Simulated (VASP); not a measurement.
# TiO2 (I4_1/amd) in VASP: single point with r2SCAN

Aim: the single point of TiO2 with r2SCAN.

All numbers are computed with VASP 6.6.1; they aren't measurements. Logs are shortened: lines on timing, memory, paths and dates and some standing lists are left out, and cuts for length are marked.

**1. The cell of the first run**

The structure is tetragonal, space group I4_1/amd (No. 141). The conventional cell has a = 3.753 Å, b = 3.753 Å, c = 9.519 Å, α = 90.00°, β = 90.00°, γ = 90.00°. Ti (site symmetry -4m2) has 6 O at 1.92 to 1.98 Å within 2.5 Å. O (site symmetry 2mm) has 3 Ti at 1.92 to 1.98 Å and 2 O at 2.45 Å within 2.5 Å.

**2. Single point, r2SCAN (volume scaled by 0.980, then relaxed in part)**

File POSCAR:

```
TiO2
1.0
   -1.8762822689      1.8762822689      4.7595961364
    1.8762822689     -1.8762822689      4.7595961364
    1.8762822689      1.8762822689     -4.7595961364
Ti O
2 4
Direct
    0.0000000000      0.0000000000      0.0000000000
    0.7500000000      0.2500000000      0.5000000000
    0.2080221504      0.2080221504      0.0000000000
    0.9580221504      0.4580221504      0.5000000000
    0.5419778496      0.0419778496      0.5000000000
    0.7919778496      0.7919778496      0.0000000000
```

File INCAR.step1:

```
SYSTEM = TiO2
PREC = Accurate ; ENCUT = 520
ISMEAR = 0 ; SIGMA = 0.01
LREAL = .FALSE. ; LASPH = .TRUE.
NELM = 80 ; NBANDS = 33
GGA = PE ; ALGO = Normal
EDIFF = 1E-4 ; LWAVE = .TRUE.
LCHARG = .FALSE.
```

File INCAR.step2:

```
SYSTEM = TiO2
PREC = Accurate ; ENCUT = 520
EDIFF = 1E-7 ; ISMEAR = 0
SIGMA = 0.01 ; LREAL = .FALSE.
LASPH = .TRUE. ; NELM = 80
ALGO = Normal ; ISIF = 2
LWAVE = .FALSE. ; LCHARG = .FALSE.
METAGGA = R2SCAN ; LMIXTAU = .TRUE.
NBANDS = 33 ; ISTART = 1
```

File KPOINTS:

```
regular mesh
0
G
  6 6 6
  0 0 0
```

Potentials or basis: VASP PAW PBE potentials, release 64 (Ti_sv, O).

Started as:

```bash
$ cat potpaw_PBE.64/Ti_sv/POTCAR potpaw_PBE.64/O/POTCAR > POTCAR
$ cp INCAR.step1 INCAR
$ mpirun -np 1 vasp_std > vasp.out
$ cp INCAR.step2 INCAR
$ mpirun -np 1 vasp_std > vasp.out
```

OUTCAR:

```text
SYSTEM = TiO2
   PREC = Accurate
   ENCUT = 520
   EDIFF = 1E-7
   ISMEAR = 0
   LREAL = .FALSE.
   LASPH = .TRUE.
   NELM = 80
   ISIF = 2
   METAGGA = R2SCAN
   ISTART = 1

 ion  position               nearest neighbor table
   1  0.000  0.000  0.000-   5 1.92   4 1.92   5 1.92   4 1.92   3 1.98   6 1.98
   2  0.750  0.250  0.500-   6 1.92   3 1.92   6 1.92   3 1.92   4 1.98   5 1.98
   3  0.208  0.208  0.000-   2 1.92   2 1.92   1 1.98
   4  0.958  0.458  0.500-   1 1.92   1 1.92   2 1.98
   5  0.542  0.042  0.500-   1 1.92   1 1.92   2 1.98
   6  0.792  0.792  0.000-   2 1.92   2 1.92   1 1.98

  LATTYP: Found a body centered tetragonal cell.
 ALAT       =     3.7525645378
 C/A-ratio  =     2.5367164713

  Lattice vectors:

 A1 = (  -1.8762822689,   1.8762822689,   4.7595961364)
 A2 = (   1.8762822689,  -1.8762822689,   4.7595961364)
 A3 = (   1.8762822689,   1.8762822689,  -4.7595961364)

Analysis of symmetry for initial positions (statically):
=====================================================================
 Subroutine PRICEL returns:
 Original cell was already a primitive cell.

 Routine SETGRP: Setting up the symmetry group for a
 body centered tetragonal supercell.

 Subroutine GETGRP returns: Found 16 space group operations
 (whereof  8 operations were pure point group operations)
 out of a pool of 16 trial point group operations.

The static configuration has the point symmetry D_2d.
 The point group associated with its full space group is D_4h.

Analysis of symmetry for dynamics (positions and initial velocities):
=====================================================================
 Subroutine PRICEL returns:
 Original cell was already a primitive cell.

 Routine SETGRP: Setting up the symmetry group for a
 body centered tetragonal supercell.

 Subroutine GETGRP returns: Found 16 space group operations
 (whereof  8 operations were pure point group operations)
 out of a pool of 16 trial point group operations.

The dynamic configuration has the point symmetry D_2d.
 The point group associated with its full space group is D_4h.

 Subroutine INISYM returns: Found 16 space group operations
 (whereof  8 operations are pure point group operations),
 and found     1 'primitive' translations

[... 103 lines left out ...]
   LREAL  =      F    real-space projection
   EDIFFG = 0.1E-05   stopping-criterion for IOM
   NSW    =      0    number of steps for IOM
   IBRION =     -1    ionic relax: 0-MD 1-quasi-New 2-CG
   NFREE  =      0    steps in history (QN), initial steepest desc. (CG)
   ISIF   =      2    stress and relaxation
   ISYM   =      2    0-nonsym 1-usesym 2-fastsym
   POTIM  = 0.5000    time-step for ionic-motion
   TEBEG  =    0.0;   TEEND  =   0.0 temperature during run
   PSTRESS=    0.0 pullay stress
   NELECT =      48.0000    total number of electrons
   NUPDOWN=      -1.0000    fix difference up-down
   EMIN   =  10.00;   EMAX   =-10.00  energy-range for DOS
   EFERMI =   0.00;   METHOD = LEGACY
   ISMEAR =     0;   SIGMA  =   0.01  broadening in eV -4-tet -1-fermi 0-gaus
   EFERMI_NEDOS =   21; number of points for ismear=-14 and -15
   IALGO  =     38    algorithm
   IMIX   =      4    mixing-type and parameters
     AMIX     =   0.40;   BMIX     =  1.00
     AMIX_MAG =   1.60;   BMIX_MAG =  1.00
  volume/ion in A,a.u.               =      11.17        75.38
  Fermi-wavevector in a.u.,A,eV,Ry     =   1.464692  2.767867 29.188903  2.145324
  Thomas-Fermi vector in A             =   2.580638
   LORBIT       =      0    0 simple, 1 ext, 2 COOP (PROOUT), +10 PAW based schemes
   METAGGA = R2SCAN    functional components
   LHFCALC =     F    Hartree Fock is set to
   AEXX    =    0.0000 exact exchange contribution
   IVDW    =     0    specifies the selected vdW correction
   LEPSILON=     F    determine dielectric tensor
   LRPA    =     F    only Hartree local field effects (RPA)
 non-spin polarized calculation
 Gauss-broadening in eV      SIGMA  =   0.01
  energy-cutoff  :      520.00
  volume of cell :       67.02
 maximum number of plane-waves:      1826
 NGX is ok and might be reduce to    42
   NGX = 21   NGY = 21   NGZ = 21

 number of electron      47.9999994 magnetization

 Free energy of the ion-electron system (eV)
  ---------------------------------------------------
  ext. energy  EPLUGINS =         0.00000000
  ---------------------------------------------------
  free energy    TOTEN  =       -69.82757949 eV

  energy without entropy =      -69.82757949  energy(sigma->0) =      -69.82757949

 E-fermi :   3.2970     XC(G=0): -11.5604

 val. band max:        3.1727677163   @ k =   0.5000   0.5000   0.0000
 cond. band min:       5.7963324150   @ k =   0.0000   0.0000   0.0000
 fundamental gap:      2.6235646987
 Fermi energy:         3.2970108480

 k-point     1 :       0.0000    0.0000    0.0000
  band No.  band energies     occupation
      1     -55.3033      2.00000
      2     -55.2387      2.00000
      3     -30.7472      2.00000
      4     -30.4860      2.00000
      5     -30.4860      2.00000
      6     -30.4117      2.00000
[... 853 lines left out ...]
     32       9.4830      0.00000
     33       9.5651      0.00000

 [... further k-points ...]

------------------------ aborting loop because EDIFF is reached ----------------------------------------

  FORCE on cell =-STRESS in cart. coord.  units (eV):
  Direction    XX          YY          ZZ          XY          YZ          ZX
  --------------------------------------------------------------------------------------
  -------------------------------------------------------------------------------------
  Total        2.5711389      2.5711389      1.9879825      0.0000000      0.0000000      0.0000000
  in kB       61.4624232     61.4624232     47.5222177      0.0000000      0.0000000      0.0000000
  external PRESSURE =      56.8156880 kB  Pullay stress =       0.0000000 kB

 VOLUME and BASIS-vectors are now :
 -----------------------------------------------------------------------------
  energy-cutoff  :      520.00
  volume of cell :       67.02
      direct lattice vectors                 reciprocal lattice vectors
    -1.876282269  1.876282269  4.759596136     0.000000000  0.266484424  0.105050930
     1.876282269 -1.876282269  4.759596136     0.266484424  0.000000000  0.105050930
     1.876282269  1.876282269 -4.759596136     0.266484424  0.266484424  0.000000000

 POSITION                                       TOTAL-FORCE (eV/Angst)
 -----------------------------------------------------------------------------------
      0.00000      0.00000      0.00000        -0.000000     -0.000000     -0.000000
     -0.00000      1.87628      2.37980        -0.000000     -0.000000      0.000000
      0.00000      0.00000      1.98020         0.000000     -0.000000      0.027868
      0.00000      1.87628      4.36000        -0.000000      0.000000      0.027868
      0.00000      1.87628      0.39960        -0.000000      0.000000     -0.027868
      0.00000      0.00000      7.53899         0.000000     -0.000000     -0.027868
 -----------------------------------------------------------------------------------
    total drift:                                0.000000     -0.000000      0.000000

  FREE ENERGIE OF THE ION-ELECTRON SYSTEM (eV)
  ---------------------------------------------------
  free  energy   TOTEN  =       -69.8275794864 eV

  energy  without entropy=      -69.8275794864  energy(sigma->0) =      -69.82757949
```

Wall time 8.6 min (1 thread of AMD EPYC 7R13 (Zen 3), shared host); peak memory 0.27 GiB.

Results:

* Free energy: -69.8276 eV
* Pressure: 5.7 GPa
* Largest force: 0.028 eV/Å
* Band gap on the k mesh: 2.62 eV, indirect (least direct gap 2.95 eV)

Forces in eV/Å, atoms in the order of the input:
```
Ti   0.000  0.000  0.000
Ti   0.000  0.000  0.000
O    0.000  0.000  0.028
O    0.000  0.000  0.028
O    0.000  0.000 -0.028
O    0.000  0.000 -0.028
```

Caveat: the PAW data sets were made with another functional, which shifts forces and pressure a little. A k mesh can miss the band edges.
